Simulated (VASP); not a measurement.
# GaPt3 (Pm-3m) in VASP: single point with LDA

Aim: the single point of GaPt3 with LDA.

Everything below comes from runs of VASP 6.6.1. Logs are shortened: lines on timing, memory, paths and dates and some standing lists are left out, and cuts for length are marked.

### Step 1. The cell of the first run

The structure is cubic, space group Pm-3m (No. 221). Conventional cell: a = 3.864 Å, b = 3.864 Å, c = 3.864 Å, α = 90.00°, β = 90.00°, γ = 90.00°. Within 3.6 Å of Ga (site symmetry m-3m) lie 12 Pt at 2.73 Å. Pt (site symmetry 4/mmm) has 4 Ga at 2.73 Å and 8 Pt at 2.73 Å within 3.6 Å.

### Step 2. Single point, LDA

The input, INCAR:

```
SYSTEM = GaPt3
PREC     = Accurate       ! precision mode
ENCUT    = 520            ! plane-wave cutoff, eV
EDIFF    = 1E-6           ! SCF threshold, eV
ISMEAR   = 0              ! smearing method
SIGMA    = 0.15           ! smearing width, eV
LREAL    = .False.        ! projectors in reciprocal space
LASPH    = .True.         ! aspherical terms in the spheres
NELM     = 80             ! most SCF steps
ALGO     = Fast           ! electronic algorithm
ISIF     = 2              ! what is computed and relaxed
LWAVE    = .False.        ! write WAVECAR
LCHARG   = .False.        ! write CHGCAR
NBANDS   = 30             ! bands
```

The input, KPOINTS:

```
Automatic mesh
0
Gamma
  14 14 14
  0 0 0
```

The input, POSCAR:

```
GaPt3
1.0
    3.8638879488      0.0000000000      0.0000000000
    0.0000000000      3.8638879488      0.0000000000
    0.0000000000      0.0000000000      3.8638879488
Ga Pt
1 3
Direct
    0.0000000000      0.0000000000      0.0000000000
    0.0000000000      0.5000000000      0.5000000000
    0.5000000000      0.5000000000      0.0000000000
    0.5000000000      0.0000000000      0.5000000000
```

Potentials or basis: VASP PAW LDA potentials, release 64 (Ga_d, Pt).

Command:

```
$ cat potpaw_LDA.64/Ga_d/POTCAR potpaw_LDA.64/Pt/POTCAR > POTCAR
$ mpirun -np 1 vasp_std > vasp.out
```

OUTCAR:

```text
SYSTEM = GaPt3
   PREC = Accurate
   ENCUT = 520
   EDIFF = 1E-6
   ISMEAR = 0
   LREAL = .False.
   LASPH = .True.
   NELM = 80
   ISIF = 2

 ion  position               nearest neighbor table
   1  0.000  0.000  0.000-   2 2.73   3 2.73   4 2.73   2 2.73   4 2.73   2 2.73   3 2.73   2 2.73
                             3 2.73   4 2.73   4 2.73   3 2.73
   2  0.000  0.500  0.500-   1 2.73   3 2.73   4 2.73   1 2.73   3 2.73   1 2.73   4 2.73   1 2.73
                             3 2.73   4 2.73   3 2.73   4 2.73
   3  0.500  0.500  0.000-   1 2.73   2 2.73   4 2.73   2 2.73   4 2.73   1 2.73   4 2.73   4 2.73
                             1 2.73   2 2.73   2 2.73   1 2.73
   4  0.500  0.000  0.500-   1 2.73   2 2.73   3 2.73   1 2.73   3 2.73   2 2.73   3 2.73   3 2.73
                             1 2.73   2 2.73   1 2.73   2 2.73

  LATTYP: Found a simple cubic cell.
 ALAT       =     3.8638879488

  Lattice vectors:

 A1 = (   3.8638879488,   0.0000000000,   0.0000000000)
 A2 = (   0.0000000000,   3.8638879488,   0.0000000000)
 A3 = (   0.0000000000,   0.0000000000,   3.8638879488)

Analysis of symmetry for initial positions (statically):
=====================================================================
 Subroutine PRICEL returns:
 Original cell was already a primitive cell.

 Routine SETGRP: Setting up the symmetry group for a
 simple cubic supercell.

 Subroutine GETGRP returns: Found 48 space group operations
 (whereof 48 operations were pure point group operations)
 out of a pool of 48 trial point group operations.

The static configuration has the point symmetry O_h .

Analysis of symmetry for dynamics (positions and initial velocities):
=====================================================================
 Subroutine PRICEL returns:
 Original cell was already a primitive cell.

 Routine SETGRP: Setting up the symmetry group for a
 simple cubic supercell.

 Subroutine GETGRP returns: Found 48 space group operations
 (whereof 48 operations were pure point group operations)
 out of a pool of 48 trial point group operations.

The dynamic configuration has the point symmetry O_h .

 Subroutine INISYM returns: Found 48 space group operations
 (whereof 48 operations are pure point group operations),
 and found     1 'primitive' translations

----------------------------------------------------------------------------------------

                                     Primitive cell

  volume of cell :      57.6864

  direct lattice vectors                    reciprocal lattice vectors
[... 95 lines left out ...]
   IBRION =     -1    ionic relax: 0-MD 1-quasi-New 2-CG
   NFREE  =      0    steps in history (QN), initial steepest desc. (CG)
   ISIF   =      2    stress and relaxation
   ISYM   =      2    0-nonsym 1-usesym 2-fastsym
   POTIM  = 0.5000    time-step for ionic-motion
   TEBEG  =    0.0;   TEEND  =   0.0 temperature during run
   PSTRESS=    0.0 pullay stress
   NELECT =      43.0000    total number of electrons
   NUPDOWN=      -1.0000    fix difference up-down
   EMIN   =  10.00;   EMAX   =-10.00  energy-range for DOS
   EFERMI =   0.00;   METHOD = LEGACY
   ISMEAR =     0;   SIGMA  =   0.15  broadening in eV -4-tet -1-fermi 0-gaus
   EFERMI_NEDOS =   21; number of points for ismear=-14 and -15
   IALGO  =     68    algorithm
   IMIX   =      4    mixing-type and parameters
     AMIX     =   0.40;   BMIX     =  1.00
     AMIX_MAG =   1.60;   BMIX_MAG =  1.00
  volume/ion in A,a.u.               =      14.42        97.32
  Fermi-wavevector in a.u.,A,eV,Ry     =   1.484362  2.805037 29.978127  2.203330
  Thomas-Fermi vector in A             =   2.597908
   LORBIT       =      0    0 simple, 1 ext, 2 COOP (PROOUT), +10 PAW based schemes
   GGA     = CA    functional components
   LHFCALC =     F    Hartree Fock is set to
   AEXX    =    0.0000 exact exchange contribution
   IVDW    =     0    specifies the selected vdW correction
   LEPSILON=     F    determine dielectric tensor
   LRPA    =     F    only Hartree local field effects (RPA)
 non-spin polarized calculation
 RMM-DIIS sequential band-by-band and
 Gauss-broadening in eV      SIGMA  =   0.15
  energy-cutoff  :      520.00
  volume of cell :       57.69
 maximum number of plane-waves:      1596
 NGX is ok and might be reduce to    30
   NGX = 15   NGY = 15   NGZ = 15

 number of electron      42.9999985 magnetization

 Free energy of the ion-electron system (eV)
  ---------------------------------------------------
  ext. energy  EPLUGINS =         0.00000000
  ---------------------------------------------------
  free energy    TOTEN  =       -27.93358578 eV

  energy without entropy =      -27.90647541  energy(sigma->0) =      -27.92003059

 E-fermi :  10.8038     XC(G=0): -13.6671

 val. band max:       10.7940813793   @ k =   0.2143   0.2143   0.0000
 cond. band min:      10.8119185331   @ k =   0.4286   0.1429   0.1429
 fundamental gap:      0.0178371539
 Fermi energy:        10.8038445917

 k-point     1 :       0.0000    0.0000    0.0000
  band No.  band energies     occupation
      1      -4.0871      2.00000
      2      -4.0871      2.00000
      3      -4.0642      2.00000
      4      -4.0642      2.00000
      5      -4.0642      2.00000
      6      -0.5389      2.00000
[... 781 lines left out ...]
     29      20.9945      0.00000
     30      22.3735      0.00000

 [... further k-points ...]

------------------------ aborting loop because EDIFF is reached ----------------------------------------

  FORCE on cell =-STRESS in cart. coord.  units (eV):
  Direction    XX          YY          ZZ          XY          YZ          ZX
  --------------------------------------------------------------------------------------
  -------------------------------------------------------------------------------------
  Total        0.3066841      0.3066841      0.3066841     -0.0000000     -0.0000000      0.0000000
  in kB        8.5178157      8.5178157      8.5178157     -0.0000000     -0.0000000      0.0000000
  external PRESSURE =       8.5178157 kB  Pullay stress =       0.0000000 kB

 VOLUME and BASIS-vectors are now :
 -----------------------------------------------------------------------------
  energy-cutoff  :      520.00
  volume of cell :       57.69
      direct lattice vectors                 reciprocal lattice vectors
     3.863887949  0.000000000  0.000000000     0.258806677  0.000000000  0.000000000
     0.000000000  3.863887949  0.000000000     0.000000000  0.258806677  0.000000000
     0.000000000  0.000000000  3.863887949     0.000000000  0.000000000  0.258806677

 POSITION                                       TOTAL-FORCE (eV/Angst)
 -----------------------------------------------------------------------------------
      0.00000      0.00000      0.00000         0.000000      0.000000      0.000000
      0.00000      1.93194      1.93194         0.000000      0.000000      0.000000
      1.93194      1.93194      0.00000         0.000000      0.000000      0.000000
      1.93194      0.00000      1.93194         0.000000      0.000000      0.000000
 -----------------------------------------------------------------------------------
    total drift:                                0.000000      0.000000     -0.000000

  FREE ENERGIE OF THE ION-ELECTRON SYSTEM (eV)
  ---------------------------------------------------
  free  energy   TOTEN  =       -27.9335857812 eV

  energy  without entropy=      -27.9064754068  energy(sigma->0) =      -27.92003059
```

stdout:

```text
POSCAR found type information on POSCAR GaPt
 POSCAR found :  2 types and       4 ions
 scaLAPACK will be used
 LDA part: xc-table for (Slater(with rela. corr.)+CA(PZ))
 , standard interpolation
 POSCAR, INCAR and KPOINTS ok, starting setup
 FFT: planning ... GRIDC
 FFT: planning ... GRID_SOFT
 FFT: planning ... GRID
 WAVECAR not read
 entering main loop
WARNING in EDDRMM: call to ZHEGV failed, returncode =   8  4     27
WARNING in EDDRMM: call to ZHEGV failed, returncode =   6  3     27
```

Run time: 96 s. Hardware: 1 thread of Intel Xeon 6975P-C (Granite Rapids), shared host; peak memory 0.28 GiB.

Results:

```
Free energy : -27.9336 eV
Pressure    : 0.9 GPa
```

Levels at points of the mesh, in eV from the Fermi level:
```csv
k point,band 19,band 20,band 21,band 22,band 23,band 24
"(0.00, 0.00, 0.00)",-0.02,-0.02,0.19,0.69,0.69,0.69
"(0.50, 0.00, 0.00)",-2.22,-1.96,-0.71,0.69,3.09,5.51
"(0.50, 0.50, 0.00)",-2.12,-1.75,-1.56,-0.85,1.76,1.76
"(0.50, 0.50, 0.50)",-1.64,-1.64,-0.44,0.21,0.21,0.21
```

Caveat: spin-orbit coupling is left out, which moves the levels of the heavy elements.
